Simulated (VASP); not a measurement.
## Na: electric field gradients with LDA

Crystal: Na.

```
Na
1.0
     3.76700    0.00000    0.00000
    -1.88350    3.26232    0.00000
     0.00000    0.00000    6.09246
Na
2
Direct
  0.33333 0.66667 0.25000
  0.66667 0.33333 0.75000
```

This cell differs from its parent crystal: zz strain of -1 %.

```json
{"Program": "VASP 6.6.1", "Task": "electric field gradients", "Functional": "LDA", "Potentials or basis": "VASP PAW LDA potentials, release 64 (Na_pv)", "Cutoff": "520 eV", "k mesh": "11 × 11 × 6", "Occupations": "fermi-dirac, width 0.05 eV", "Spin": "no spin polarisation", "Dipole correction": "no", "Further INCAR settings": "ALGO = Normal; EDIFF = 1e-08; NBANDS = 14"}
```

```json
{"Pressure": "-0.8 GPa", "Band gap on the k mesh": "zero (band 7 reaches 1.91 eV, above the bottom of band 8 at -2.09 eV)"}
```

Stress tensor (GPa, compression positive):
```
-0.95  0.00  0.00
 0.00 -0.95  0.00
 0.00  0.00 -0.63
```

Levels at points of the mesh, in eV from the Fermi level:
```
           k point  band 4  band 5  band 6  band 7  band 8  band 9  band 10  band 11
(0.00, 0.00, 0.00)  -24.97  -24.97  -24.97   -3.28    0.60    0.94     9.80     9.80
(0.00, 0.00, 0.50)  -24.97  -24.97  -24.97   -2.25   -2.25    5.56     5.56    10.39
```

Electric field gradients, principal values (V/Å²):
| atom | least | middle | greatest (by size) |
| --- | --- | --- | --- |
| 1 Na | 0.184 | 0.186 | -0.371 |
| 2 Na | 0.184 | 0.186 | -0.371 |

Wall time 15 s on 1 thread of Intel(R) Xeon(R) 6975P-C (Granite Rapids) (shared host), peak memory 0.18 GiB.

Caveat: the cell differs from its parent crystal (zz strain of -1 %); without QUAD_EFG the Cq values of the log hold for a quadrupole moment of 1 mb, not for the nuclei.
